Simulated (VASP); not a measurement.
Write the native input for VASP 6.6.1 that does the following.

```
Task                   : single point
Functional             : PBE
Potentials or basis    : VASP PAW PBE potentials, release 64 (Mn_sv, O_h)
Cutoff                 : 1340 eV
k mesh                 : 5 × 5 × 5
Occupations            : gaussian, width 0.05 eV
Spin                   : collinear spin, ferromagnetic start
Starting moments       : [0.5, 0.0] μB
Hubbard terms          : Mn d U = 3.9 eV
Dipole correction      : no
Further INCAR settings : ALGO = Normal; EDIFF = 1e-06; NBANDS = 22
```

The structure of MnO lies in POSCAR:

```
MnO
1.0
    0.0000000000      2.2220003343      2.2220003343
    2.2220003343      0.0000000000      2.2220003343
    2.2220003343      2.2220003343      0.0000000000
Mn O
1 1
Direct
    0.0000000000      0.0000000000      0.0000000000
    0.5000000000      0.5000000000      0.5000000000
```

The input as run:

INCAR

```
SYSTEM = MnO
PREC = Accurate
ENCUT = 1340
EDIFF = 1E-6
ISMEAR = 0
SIGMA = 0.05
LREAL = .False.
LASPH = .True.
NELM = 200
ALGO = Normal
ISIF = 2
LWAVE = .False.
LCHARG = .False.
ISPIN = 2
MAGMOM = 0.5 0
LORBIT = 11
LMAXMIX = 4
LDAU = .True.
LDAUTYPE = 2
LDAUL = 2 -1
LDAUU = 3.9 0
LDAUJ = 0 0
LDAUPRINT = 1
GGA = PE
NBANDS = 22
GGA_COMPAT = .False.
```

KPOINTS

```
regular mesh
0
Gamma
  5 5 5
  0 0 0
```

Potentials or basis: VASP PAW PBE potentials, release 64 (Mn_sv, O_h).

Run with:

```sh
$ cat potpaw_PBE.64/Mn_sv/POTCAR potpaw_PBE.64/O_h/POTCAR > POTCAR
$ mpirun -np 1 vasp_std > vasp.out
```

It gave:

The pressure is 6.9 GPa and the band gap on the k mesh is 0.35 eV (least direct gap 2.73 eV). The net moment is 5.00 μB per cell. The site moments are Mn +4.50; O +0.14 μB and the valence electrons inside the program's atomic spheres are Mn 12.88; O 3.35.

Caveat: the k points lie up to 0.49 Å⁻¹ apart; an odd mesh through Γ misses points on the zone boundary, where band edges can lie; a cell with one magnetic atom can't hold antiferromagnetic order, which such compounds often take.

It took 82 s on 1 thread of Intel(R) Xeon(R) Platinum 8559C (Emerald Rapids), with other jobs on the host, peak memory 0.29 GiB.
